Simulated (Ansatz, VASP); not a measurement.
# LiCl in VASP and in Ansatz

File INCAR:

```
SYSTEM = LiCl
PREC = Accurate ; ENCUT = 520
EDIFF = 1E-7 ; ISMEAR = 0
SIGMA = 0.01 ; LREAL = .FALSE.
LASPH = .TRUE. ; NELM = 60
ALGO = Normal ; ISIF = 2
LWAVE = .FALSE. ; LCHARG = .TRUE.
GGA = PE ; LELF = .TRUE.
LVHAR = .TRUE. ; NBANDS = 12
```

KPOINTS

```
Automatic mesh
0
G
  6 6 6
  0 0 0
```

The input POSCAR:

```
LiCl
1.0
    0.0000000000      2.5560369945      2.5560369945
    2.5560369945      0.0000000000      2.5560369945
    2.5560369945      2.5560369945      0.0000000000
Li Cl
1 1
Direct
    0.0000000000      0.0000000000      0.0000000000
    0.5000000000      0.5000000000      0.5000000000
```

Input for Ansatz:

```yaml
crystal:
  lattice:
    - [0.0, 2.5560369945, 2.5560369945]
    - [2.5560369945, 0.0, 2.5560369945]
    - [2.5560369945, 2.5560369945, 0.0]
  atoms:
    - { symbol: Li, position: [0.0, 0.0, 0.0] }
    - { symbol: Cl, position: [0.5, 0.5, 0.5] }
kpoints:
  mp_grid: { grid: [6, 6, 6] }
hamiltonian:
  xc: pbe
scf:
  occupations: { method: fixed }
  n_extra_bands: 4
output:
  forces: true
  stress: true
  eigenvalues: true
```

Alike in both runs: task single point; functional PBE; k mesh 6 × 6 × 6; no spin polarisation.

|  | VASP | Ansatz |
| --- | --- | --- |
| version | VASP 6.6.1 | Ansatz 0.2.0 |
| potentials or method | VASP PAW PBE potentials, release 64 (Li_sv, Cl) | plane waves, PAW |
| plane-wave cutoff (eV) | 520 | 420 |
| occupations | gaussian, width 0.01 eV | fixed |
| valence electrons in the cell | 10 | 10 |

VASP gave:

```
gap on the k mesh at the Fermi level (eV) : 6.40
```

What did Ansatz give for the same quantities?

gap on the k mesh at the Fermi level (eV): 6.39.

Noted on VASP's run: the cutoff is short for stress, so the pressure is rough.
